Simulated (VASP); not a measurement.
The system is BP.

```
B P
1.0
     0.00000    2.26832    2.26832
     2.26832    0.00000    2.26832
     2.26832    2.26832    0.00000
B P
1 1
Cartesian
  0.0000 0.0000 0.0000
  1.1342 1.1342 1.1342
```

Base run:

```yaml
Program: VASP 6.6.1
Functional: PBE
Potentials_or_basis: VASP PAW PBE potentials, release 64 (B, P)
Cutoff: 520 eV
k_mesh: 10 × 10 × 10
Occupations: fermi-dirac, width 0.02 eV
Spin: no spin polarisation
```

Its results: band gap on the k mesh 1.24 eV, indirect (least direct gap 3.40 eV); pressure 1.0 GPa.

Problem. The run is repeated on the same cell with these changes: functional from PBE to r2SCAN; occupations from fermi-dirac, width 0.02 eV to gaussian, width 0.01 eV. What comes out?

Solution. Band gap on the k mesh 1.45 eV, indirect (least direct gap 3.64 eV); pressure -0.5 GPa.

Caveats: the PAW data sets were made with another functional, which shifts forces and pressure a little (some runs).

A k mesh can miss the band edges.
